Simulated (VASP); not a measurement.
# AgCl (Fm-3m) in VASP: a series of runs, part 2 of 2

VASP 6.6.1.

## Step 4: Single point, PBE (20.05 Å³/atom)

This run uses another cell than the first one, of 20.05 Å³/atom.

The input, INCAR:

```
SYSTEM = AgCl
PREC = Accurate
ENCUT = 520
EDIFF = 1E-6
ISMEAR = -1
SIGMA = 0.05
LREAL = .FALSE.
LASPH = .TRUE.
NELM = 80
ALGO = Normal
ISIF = 2
LWAVE = .FALSE.
LCHARG = .FALSE.
GGA = PE
NBANDS = 16
```

The input, KPOINTS:

```
Automatic mesh
0
G
  8 8 8
  0 0 0
```

The input, POSCAR:

```
AgCl
1.0
    0.0000000000      2.7166437422      2.7166437422
    2.7166437422      0.0000000000      2.7166437422
    2.7166437422      2.7166437422      0.0000000000
Ag Cl
1 1
Direct
    0.0000000000      0.0000000000      0.0000000000
    0.5000000000      0.5000000000      0.5000000000
```

Potentials or basis: VASP PAW PBE potentials, release 64 (Ag, Cl).

Run with:

```console
> cat potpaw_PBE.64/Ag/POTCAR potpaw_PBE.64/Cl/POTCAR > POTCAR
> mpirun -np 1 vasp_std > vasp.out
```

OUTCAR:

```text
SYSTEM = AgCl
   PREC = Accurate
   ENCUT = 520
   EDIFF = 1E-6
   ISMEAR = -1
   LREAL = .FALSE.
   LASPH = .TRUE.
   NELM = 80
   ISIF = 2
   GGA = PE

 ion  position               nearest neighbor table
   1  0.000  0.000  0.000-   2 2.72   2 2.72   2 2.72   2 2.72   2 2.72   2 2.72
   2  0.500  0.500  0.500-   1 2.72   1 2.72   1 2.72   1 2.72   1 2.72   1 2.72

  LATTYP: Found a face centered cubic cell.
 ALAT       =     5.4332874844

  Lattice vectors:

 A1 = (   0.0000000000,   2.7166437422,   2.7166437422)
 A2 = (   2.7166437422,   0.0000000000,   2.7166437422)
 A3 = (   2.7166437422,   2.7166437422,   0.0000000000)

Analysis of symmetry for initial positions (statically):
=====================================================================
 Subroutine PRICEL returns:
 Original cell was already a primitive cell.

 Routine SETGRP: Setting up the symmetry group for a
 face centered cubic supercell.

 Subroutine GETGRP returns: Found 48 space group operations
 (whereof 48 operations were pure point group operations)
 out of a pool of 48 trial point group operations.

The static configuration has the point symmetry O_h .

Analysis of symmetry for dynamics (positions and initial velocities):
=====================================================================
 Subroutine PRICEL returns:
 Original cell was already a primitive cell.

 Routine SETGRP: Setting up the symmetry group for a
 face centered cubic supercell.

 Subroutine GETGRP returns: Found 48 space group operations
 (whereof 48 operations were pure point group operations)
 out of a pool of 48 trial point group operations.

The dynamic configuration has the point symmetry O_h .

 Subroutine INISYM returns: Found 48 space group operations
 (whereof 48 operations are pure point group operations),
 and found     1 'primitive' translations

----------------------------------------------------------------------------------------

                                     Primitive cell

  volume of cell :      40.0985

  direct lattice vectors                    reciprocal lattice vectors
     0.000000000  2.716643742  2.716643742    -0.184050633  0.184050633  0.184050633
     2.716643742  0.000000000  2.716643742     0.184050633 -0.184050633  0.184050633
     2.716643742  2.716643742  0.000000000     0.184050633  0.184050633 -0.184050633

  length of vectors
     3.841914424  3.841914424  3.841914424     0.318785047  0.318785047  0.318785047

  position of ions in fractional coordinates (direct lattice)
     0.000000000  0.000000000  0.000000000
     0.500000000  0.500000000  0.500000000

  ion indices of the primitive-cell ions
   primitive index   ion index
                 1           1
                 2           2

----------------------------------------------------------------------------------------

 KPOINTS: Automatic mesh

Automatic generation of k-mesh.
 Grid dimensions read from file:
 generate k-points for:    8    8    8

 Generating k-lattice:

  Cartesian coordinates                     Fractional coordinates (reciprocal lattice)
    -0.023006329  0.023006329  0.023006329     0.125000000  0.000000000  0.000000000
     0.023006329 -0.023006329  0.023006329     0.000000000  0.125000000  0.000000000
     0.023006329  0.023006329 -0.023006329     0.000000000  0.000000000  0.125000000

  Length of vectors
     0.039848131  0.039848131  0.039848131

  Shift w.r.t. Gamma in fractional coordinates (k-lattice)
     0.000000000  0.000000000  0.000000000

 Subroutine IBZKPT returns following result:
 ===========================================

 Found     29 irreducible k-points:

 Following reciprocal coordinates:
            Coordinates               Weight
  0.000000  0.000000  0.000000      1.000000
  0.125000  0.000000  0.000000      8.000000
  0.250000  0.000000  0.000000      8.000000
  0.375000  0.000000  0.000000      8.000000
  0.500000  0.000000  0.000000      4.000000
  0.125000  0.125000  0.000000      6.000000
[... 16 lines left out ...]
  0.500000  0.250000  0.125000     48.000000
 -0.375000  0.250000  0.125000     24.000000
 [... further k-points ...]
   k-points           NKPTS =     29   k-points in BZ     NKDIM =     29   number of bands    NBANDS=     16
   number of dos      NEDOS =    301   number of ions     NIONS =      2
   total plane-waves  NPLWV =  27000
   dimension x,y,z NGX =    30 NGY =   30 NGZ =   30
   dimension x,y,z NGXF=    60 NGYF=   60 NGZF=   60
   ions per type =               1   1
   NGX,Y,Z   is equivalent  to a cutoff of  12.98, 12.98, 12.98 a.u.
   NGXF,Y,Z  is equivalent  to a cutoff of  25.96, 25.96, 25.96 a.u.
 SYSTEM =  AgCl
   PREC   = accura    normal or accurate (medium, high low for compatibility)
   ISTART =      0    job   : 0-new  1-cont  2-samecut
   ICHARG =      2    charge: 1-file 2-atom 10-const
   ISPIN  =      1    spin polarized calculation?
   LNONCOLLINEAR =      F non collinear calculations
   LSORBIT =      F    spin-orbit coupling
   LASPH  =      T    aspherical Exc in radial PAW
   ENCUT  =  520.0 eV  38.22 Ry    6.18 a.u.   7.14  7.14  7.14*2*pi/ulx,y,z
   NELM   =     80;   NELMIN=  2; NELMDL= -5     # of ELM steps
   EDIFF  = 0.1E-05   stopping-criterion for ELM
   LREAL  =      F    real-space projection
   EDIFFG = 0.1E-04   stopping-criterion for IOM
   NSW    =      0    number of steps for IOM
   IBRION =     -1    ionic relax: 0-MD 1-quasi-New 2-CG
   NFREE  =      0    steps in history (QN), initial steepest desc. (CG)
   ISIF   =      2    stress and relaxation
   ISYM   =      2    0-nonsym 1-usesym 2-fastsym
   POTIM  = 0.5000    time-step for ionic-motion
   TEBEG  =    0.0;   TEEND  =   0.0 temperature during run
   PSTRESS=    0.0 pullay stress
   NELECT =      18.0000    total number of electrons
   NUPDOWN=      -1.0000    fix difference up-down
   EMIN   =  10.00;   EMAX   =-10.00  energy-range for DOS
   EFERMI =   0.00;   METHOD = LEGACY
   ISMEAR =    -1;   SIGMA  =   0.05  broadening in eV -4-tet -1-fermi 0-gaus
   EFERMI_NEDOS =   21; number of points for ismear=-14 and -15
   IALGO  =     38    algorithm
   IMIX   =      4    mixing-type and parameters
     AMIX     =   0.40;   BMIX     =  1.00
     AMIX_MAG =   1.60;   BMIX_MAG =  1.00
  volume/ion in A,a.u.               =      20.05       135.30
  Fermi-wavevector in a.u.,A,eV,Ry     =   1.253496  2.368764 21.378187  1.571252
  Thomas-Fermi vector in A             =   2.387346
   LORBIT       =      0    0 simple, 1 ext, 2 COOP (PROOUT), +10 PAW based schemes
   GGA     = PE    functional components
   LHFCALC =     F    Hartree Fock is set to
   AEXX    =    0.0000 exact exchange contribution
   IVDW    =     0    specifies the selected vdW correction
   LEPSILON=     F    determine dielectric tensor
   LRPA    =     F    only Hartree local field effects (RPA)
 non-spin polarized calculation
  energy-cutoff  :      520.00
  volume of cell :       40.10
 maximum number of plane-waves:      1106
 NGX is ok and might be reduce to    30
   NGX = 15   NGY = 15   NGZ = 15

 number of electron      18.0000000 magnetization

 Free energy of the ion-electron system (eV)
  ---------------------------------------------------
  ext. energy  EPLUGINS =         0.00000000
  ---------------------------------------------------
  free energy    TOTEN  =        -5.34264841 eV

  energy without entropy =       -5.34264618  energy(sigma->0) =       -5.34264730

 E-fermi :   5.1553     XC(G=0): -10.2928

 val. band max:        4.6283113058   @ k =   0.5000   0.0000   0.0000
 cond. band min:       5.5305458607   @ k =   0.0000   0.0000   0.0000
 fundamental gap:      0.9022345549
 Fermi energy:         5.1553226447

 k-point     1 :       0.0000    0.0000    0.0000
  band No.  band energies     occupation
      1     -10.9524      2.00000
      2       1.9227      2.00000
      3       1.9227      2.00000
      4       1.9227      2.00000
      5       1.9674      2.00000
      6       1.9674      2.00000
[... 8 lines left out ...]
     15      18.3184      0.00000
     16      18.3185      0.00000
[... 419 lines left out ...]
 k-point    24 :      -0.3750    0.2500    0.1250
  band No.  band energies     occupation
      1     -10.3985      2.00000
      2      -0.6962      2.00000
      3       0.1128      2.00000
      4       0.1723      2.00000
      5       2.2759      2.00000
      6       2.3513      2.00000
[... 8 lines left out ...]
     15      18.2957      0.00000
     16      19.7747      0.00000

 [... further k-points ...]

------------------------ aborting loop because EDIFF is reached ----------------------------------------

  FORCE on cell =-STRESS in cart. coord.  units (eV):
  Direction    XX          YY          ZZ          XY          YZ          ZX
  --------------------------------------------------------------------------------------
  -------------------------------------------------------------------------------------
  Total        1.2712691      1.2712691      1.2712691      0.0000000      0.0000000     -0.0000000
  in kB       50.7948866     50.7948866     50.7948866      0.0000000      0.0000000     -0.0000000
  external PRESSURE =      50.7948866 kB  Pullay stress =       0.0000000 kB

 VOLUME and BASIS-vectors are now :
 -----------------------------------------------------------------------------
  energy-cutoff  :      520.00
  volume of cell :       40.10
      direct lattice vectors                 reciprocal lattice vectors
     0.000000000  2.716643742  2.716643742    -0.184050633  0.184050633  0.184050633
     2.716643742  0.000000000  2.716643742     0.184050633 -0.184050633  0.184050633
     2.716643742  2.716643742  0.000000000     0.184050633  0.184050633 -0.184050633

 POSITION                                       TOTAL-FORCE (eV/Angst)
 -----------------------------------------------------------------------------------
      0.00000      0.00000      0.00000         0.000000      0.000000      0.000000
      2.71664      2.71664      2.71664         0.000000      0.000000      0.000000
 -----------------------------------------------------------------------------------
    total drift:                               -0.000000      0.000000      0.000000

  FREE ENERGIE OF THE ION-ELECTRON SYSTEM (eV)
  ---------------------------------------------------
  free  energy   TOTEN  =        -5.3426484113 eV

  energy  without entropy=       -5.3426461839  energy(sigma->0) =       -5.34264730
```

Wall time 35 s (1 thread of Intel Xeon 8259CL, shared host); peak memory 0.18 GiB.

Results:

```yaml
Free_energy: -5.3426 eV
Pressure: 5.1 GPa
Band_gap_on_the_k_mesh: 0.90 eV (least direct gap 3.39 eV)
```

Caveat: the cell stands under pressure.

## Step 5: Single point, PBE

This run uses another cell than the first one, of 20.46 Å³/atom.

The input, INCAR:

```
SYSTEM = AgCl
PREC = Accurate ; ENCUT = 520
EDIFF = 1E-7 ; ISMEAR = -1
SIGMA = 0.05 ; LREAL = .FALSE.
LASPH = .TRUE. ; NELM = 80
ALGO = Normal ; ISIF = 2
LWAVE = .FALSE. ; LCHARG = .FALSE.
GGA = PE ; NBANDS = 16
```

The input, KPOINTS:

```
regular mesh
0
G
  8 8 8
  0 0 0
```

The input, POSCAR:

```
AgCl
1.0
    0.0000000000      2.7350000000      2.7350000000
    2.7350000000      0.0000000000      2.7350000000
    2.7350000000      2.7350000000      0.0000000000
Ag Cl
1 1
Direct
    0.0000000000      0.0000000000      0.0000000000
    0.5000000000      0.5000000000      0.5000000000
```

Potentials or basis: VASP PAW PBE potentials, release 64 (Ag, Cl).

Run with:

```console
> cat potpaw_PBE.64/Ag/POTCAR potpaw_PBE.64/Cl/POTCAR > POTCAR
> mpirun -np 1 vasp_std > vasp.out
```

OUTCAR:

```text
SYSTEM = AgCl
   PREC = Accurate
   ENCUT = 520
   EDIFF = 1E-7
   ISMEAR = -1
   LREAL = .FALSE.
   LASPH = .TRUE.
   NELM = 80
   ISIF = 2
   GGA = PE

 ion  position               nearest neighbor table
   1  0.000  0.000  0.000-   2 2.73   2 2.73   2 2.73   2 2.73   2 2.73   2 2.73
   2  0.500  0.500  0.500-   1 2.73   1 2.73   1 2.73   1 2.73   1 2.73   1 2.73

  LATTYP: Found a face centered cubic cell.
 ALAT       =     5.4700000000

  Lattice vectors:

 A1 = (   0.0000000000,   2.7350000000,   2.7350000000)
 A2 = (   2.7350000000,   0.0000000000,   2.7350000000)
 A3 = (   2.7350000000,   2.7350000000,   0.0000000000)

Analysis of symmetry for initial positions (statically):
=====================================================================
 Subroutine PRICEL returns:
 Original cell was already a primitive cell.

 Routine SETGRP: Setting up the symmetry group for a
 face centered cubic supercell.

 Subroutine GETGRP returns: Found 48 space group operations
 (whereof 48 operations were pure point group operations)
 out of a pool of 48 trial point group operations.

The static configuration has the point symmetry O_h .
[... 160 lines left out ...]

 E-fermi :   4.8848     XC(G=0): -10.1850

 val. band max:        4.3569559100   @ k =   0.5000   0.0000   0.0000
 cond. band min:       5.2593821580   @ k =   0.0000   0.0000   0.0000
 fundamental gap:      0.9024262480
 Fermi energy:         4.8848247834

 k-point     1 :       0.0000    0.0000    0.0000
  band No.  band energies     occupation
      1     -11.0785      2.00000
      2       1.7426      2.00000
      3       1.7426      2.00000
      4       1.7426      2.00000
      5       1.7860      2.00000
      6       1.7860      2.00000
[... 433 lines left out ...]
      3      -0.0142      2.00000
      4       0.0403      2.00000
      5       2.0779      2.00000
      6       2.1507      2.00000
[... 8 lines left out ...]
     15      17.9706      0.00000
     16      19.4407      0.00000

 [... further k-points ...]

------------------------ aborting loop because EDIFF is reached ----------------------------------------

  FORCE on cell =-STRESS in cart. coord.  units (eV):
  Direction    XX          YY          ZZ          XY          YZ          ZX
  --------------------------------------------------------------------------------------
  -------------------------------------------------------------------------------------
  Total        0.9635265      0.9635265      0.9635265      0.0000000      0.0000000      0.0000000
  in kB       37.7287359     37.7287359     37.7287359      0.0000000      0.0000000      0.0000000
  external PRESSURE =      37.7287359 kB  Pullay stress =       0.0000000 kB

 VOLUME and BASIS-vectors are now :
 -----------------------------------------------------------------------------
  energy-cutoff  :      520.00
  volume of cell :       40.92
      direct lattice vectors                 reciprocal lattice vectors
     0.000000000  2.735000000  2.735000000    -0.182815356  0.182815356  0.182815356
     2.735000000  0.000000000  2.735000000     0.182815356 -0.182815356  0.182815356
     2.735000000  2.735000000  0.000000000     0.182815356  0.182815356 -0.182815356

 POSITION                                       TOTAL-FORCE (eV/Angst)
 -----------------------------------------------------------------------------------
      0.00000      0.00000      0.00000         0.000000      0.000000     -0.000000
      2.73500      2.73500      2.73500         0.000000      0.000000      0.000000
 -----------------------------------------------------------------------------------
    total drift:                               -0.000000      0.000000      0.000000

  FREE ENERGIE OF THE ION-ELECTRON SYSTEM (eV)
  ---------------------------------------------------
  free  energy   TOTEN  =        -5.3656452779 eV

  energy  without entropy=       -5.3656430206  energy(sigma->0) =       -5.36564415
```

stdout:

```text
POSCAR found type information on POSCAR AgCl
 POSCAR found :  2 types and       2 ions
 scaLAPACK will be used
 LDA part: xc-table for (Slater+PW92), standard interpolation
 POSCAR, INCAR and KPOINTS ok, starting setup
 FFT: planning ... GRIDC
 FFT: planning ... GRID_SOFT
 FFT: planning ... GRID
 WAVECAR not read
 entering main loop
```

Wall time 34 s (1 thread of Intel Xeon 8259CL, shared host); peak memory 0.18 GiB.

Results:

```yaml
Free_energy: -5.3656 eV
Pressure: 3.8 GPa
Band_gap_on_the_k_mesh: 0.90 eV (least direct gap 3.32 eV)
```

Levels at points of the mesh, in eV from the valence-band top:
| k point | band 6 | band 7 | band 8 | band 9 | band 10 | band 11 | band 12 | band 13 |
| --- | --- | --- | --- | --- | --- | --- | --- | --- |
| (0.00, 0.00, 0.00) | -2.57 | -2.50 | -2.50 | -2.50 | 0.90 | 10.84 | 10.84 | 10.84 |
| (0.50, 0.00, 0.00) | -2.21 | -1.87 | 0.00 | 0.00 | 4.13 | 6.77 | 7.59 | 7.59 |
| (0.50, 0.50, 0.00) | -2.36 | -2.08 | -2.08 | -1.96 | 2.31 | 7.96 | 8.77 | 11.73 |

Caveat: the cell stands under pressure.

## Step 6: Single point, PBE (20.87 Å³/atom)

This run uses another cell than the first one, of 20.87 Å³/atom.

The input, INCAR:

```
ALGO     = Normal         # electronic algorithm
EDIFF    = 1E-7           # SCF threshold, eV
ENCUT    = 520            # plane-wave cutoff, eV
GGA      = PE             # functional
ISIF     = 2              # what is computed and relaxed
ISMEAR   = -1             # smearing method
LASPH    = T              # aspherical terms in the spheres
LCHARG   = T              # write CHGCAR
LELF     = T              # ELF
LREAL    = F              # projectors in reciprocal space
LVHAR    = T            
LWAVE    = F              # write WAVECAR
NBANDS   = 16             # bands
NELM     = 60             # most SCF steps
PREC     = Accurate       # precision mode
SIGMA    = 0.05           # smearing width, eV
```

The input, KPOINTS:

```
k-points
0
Gamma
  8 8 8
```

The input, POSCAR:

```
AgCl
1.0
    0.0000000000      2.7531131106      2.7531131106
    2.7531131106      0.0000000000      2.7531131106
    2.7531131106      2.7531131106      0.0000000000
Ag Cl
1 1
Direct
    0.0000000000      0.0000000000      0.0000000000
    0.5000000000      0.5000000000      0.5000000000
```

Potentials or basis: VASP PAW PBE potentials, release 64 (Ag, Cl).

Run with:

```console
> cat potpaw_PBE.64/Ag/POTCAR potpaw_PBE.64/Cl/POTCAR > POTCAR
> mpirun -np 1 vasp_std > vasp.out
```

Run time: 39 s. Hardware: 1 thread of Intel Xeon 8259CL, shared host; peak memory 0.18 GiB.

It converged, with:

```yaml
Free_energy: -5.3823 eV
Pressure: 2.6 GPa
Band_gap_on_the_k_mesh: 0.90 eV (least direct gap 3.25 eV)
```

Levels at points of the mesh, in eV from the valence-band top:
| k point | band 5 | band 6 | band 7 | band 8 | band 9 | band 10 | band 11 | band 12 | band 13 | band 14 |
| --- | --- | --- | --- | --- | --- | --- | --- | --- | --- | --- |
| (0.00, 0.00, 0.00) | -2.49 | -2.49 | -2.41 | -2.41 | -2.41 | 0.90 | 10.85 | 10.85 | 10.85 | 12.35 |
| (0.50, 0.00, 0.00) | -2.14 | -2.14 | -1.82 | 0.00 | 0.00 | 4.18 | 6.65 | 7.63 | 7.63 | 13.66 |
| (0.50, 0.50, 0.00) | -2.87 | -2.29 | -2.02 | -2.02 | -1.92 | 2.35 | 7.99 | 8.70 | 11.62 | 11.62 |

A k mesh can miss the band edges.

## Step 7: Overview

```csv
level,cell,gap on the mesh (eV),pressure (GPa)
PBEsol,"a = 3.944 Å, angles 60.0°, 2 atoms",0.74,-3.4
PBE,"a = 3.816 Å, angles 60.0°, 2 atoms",0.90,6.5
PBE,"a = 3.842 Å, angles 60.0°, 2 atoms",0.90,5.1
PBE,"a = 3.868 Å, angles 60.0°, 2 atoms",0.90,3.8
PBE,"a = 3.893 Å, angles 60.0°, 2 atoms",0.90,2.6
```

Alike in all rows: task single point; potentials or basis VASP PAW PBE potentials, release 64 (Ag, Cl); no spin polarisation; k mesh 8 × 8 × 8; cutoff (eV) 520; smearing fermi-dirac 0.05 eV.

Caveats: the cell stands under pressure (at least some runs); the cell stands under tension (at least some runs); the PAW data sets were made with another functional, which shifts forces and pressure a little (at least some runs).

Absolute energies hang on the potentials; compare differences alone.
